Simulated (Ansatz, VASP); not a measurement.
## Ta: VASP beside Ansatz

The input INCAR:

```
PREC = Accurate
ENCUT = 520
EDIFF = 1E-6
ISMEAR = -1
SIGMA = 0.1
LREAL = F
LASPH = T
NELM = 80
ALGO = Normal
ISIF = 2
LWAVE = F
LCHARG = F
GGA = CA
NBANDS = 18
```

KPOINTS

```
regular mesh
0
Gamma
  11 11 6
```

POSCAR

```
Ta
1.0
    2.9003700000      0.0000000000      0.0000000000
   -1.4501900000      2.5118000000      0.0000000000
    0.0000000000      0.0000000000      5.1662700000
Ta
2
Direct
    0.6666666667      0.3333333333      0.7500000000
    0.3333333333      0.6666666667      0.2500000000
```

Input for Ansatz:

```yaml
crystal:
  lattice:
    - [2.90037, 0.0, 0.0]
    - [-1.45019, 2.5118, 0.0]
    - [0.0, 0.0, 5.16627]
  atoms:
    - { symbol: Ta, position: [0.6666666666666666, 0.3333333333333333, 0.75] }
    - { symbol: Ta, position: [0.3333333333333333, 0.6666666666666666, 0.25] }
kpoints:
  mp_grid:
    grid: [11, 11, 6]
hamiltonian:
  xc: lda
  pseudopotentials:
    kind: all_electron
    lapw: {}
scf:
  occupations:
    method: fermi_dirac
    width: 0.1
output:
  forces: true
  stress: true
  eigenvalues: true
```

Alike in both runs: task single point; functional LDA; k mesh 11 × 11 × 6; occupations fermi-dirac, width 0.1 eV; no spin polarisation.

```csv
,VASP,Ansatz
version,VASP 6.6.1,Ansatz 0.2.0
potentials or method,"VASP PAW LDA potentials, release 64 (Ta_pv), cutoff 520 eV",all-electron (LAPW or listed datasets)
```

VASP gave:

| Item | Value |
| --- | --- |
| gap on the k mesh at the Fermi level (eV) | none |
| pressure (GPa) | -11.0 |
| traceless stress, the component that is largest in VASP (GPa) | 1.10 |

Estimate Ansatz's values.

gap on the k mesh at the Fermi level (eV): none; pressure (GPa): -11.6; traceless stress, the component that is largest in VASP (GPa): 1.14.

LDA's correlation is that of Perdew and Zunger in VASP and of Perdew and Wang (1992) in Ansatz. A gap of «none» marks a metal or a gap that the smearing closes. Ansatz ran all-electron here, and VASP with PAW potentials.

Neither program's run includes spin-orbit coupling.
